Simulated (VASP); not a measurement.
A run of VASP 6.6.1 is set up as follows.

The input INCAR:

```
PREC     = Accurate       # precision mode
ENCUT    = 600            # plane-wave cutoff, eV
EDIFF    = 1E-7           # SCF threshold, eV
ISMEAR   = 0              # smearing method
SIGMA    = 0.1            # smearing width, eV
LREAL    = False          # projectors in reciprocal space
LASPH    = True           # aspherical terms in the spheres
NELM     = 60             # most SCF steps
ALGO     = Normal         # electronic algorithm
ISIF     = 3              # what is computed and relaxed
LWAVE    = False          # write WAVECAR
LCHARG   = False          # write CHGCAR
GGA      = PE             # functional
IBRION   = 2              # ionic algorithm
NSW      = 90             # ionic steps
EDIFFG   = -0.04          # ionic threshold
```

KPOINTS

```
regular mesh
0
Gamma
  4 4 4
```

The input POSCAR:

```
Mg4Cd
1.0
    4.6479850700      0.0000000000      0.0000000000
    0.0000000000      4.6479850700      0.0000000000
    0.0000000000      0.0000000000      4.6479850700
Mg Cd
4 1
Direct
    0.2500000000      0.2500000000      0.2500000000
    0.7500000000      0.7500000000      0.2500000000
    0.2500000000      0.7500000000      0.7500000000
    0.7500000000      0.2500000000      0.7500000000
    0.0000000000      0.0000000000      0.0000000000
```

Potentials or basis: VASP PAW PBE potentials, release 64 (Mg, Cd).

Launch:

```bash
$ cat potpaw_PBE.64/Mg/POTCAR potpaw_PBE.64/Cd/POTCAR > POTCAR
$ mpirun -np 1 vasp_std > vasp.out
```

**Question.** Predict the space group after relaxing (to 0.1 Å).

**Answer.** P-43m (No. 215).

**Question.** What does it give for the relaxed volume?

**Answer.** 28.84 Å³/atom.

**Question.** What does it give for the relaxed cell?

**Answer.** a = 5.244 Å, b = 5.244 Å, c = 5.244 Å, α = 90.00°, β = 90.00°, γ = 90.00°.

**Question.** What does it give for the band gap on the k mesh?

**Answer.** Zero (bands 10 and 11 overlap by 2.67 eV).

Step by step:
| step | energy change (eV) | largest force (eV/Å) | pressure (GPa) | volume (Å³) |
| --- | --- | --- | --- | --- |
| 1 | 0.0000 | 9.0278 | 36.98 | 100.41 |
| 2 | -7.7645 | 0.2517 | -3.22 | 183.97 |
| 3 | -8.1781 | 0.5817 | -0.80 | 152.05 |
| 4 | -8.1892 | 0.4007 | -1.43 | 156.47 |
| 5 | -8.1893 | 0.4566 | -1.24 | 155.04 |
| 6 | -8.2535 | 0.3357 | -0.73 | 150.31 |
| 7 | -8.2939 | 0.0694 | 0.32 | 142.90 |
| 8 | -8.2940 | 0.0848 | 0.25 | 143.26 |
| 9 | -8.2964 | 0.0271 | 0.10 | 144.18 |

Caveat: the volume moved by over 15 % at a fixed basis, so the end points are rough.
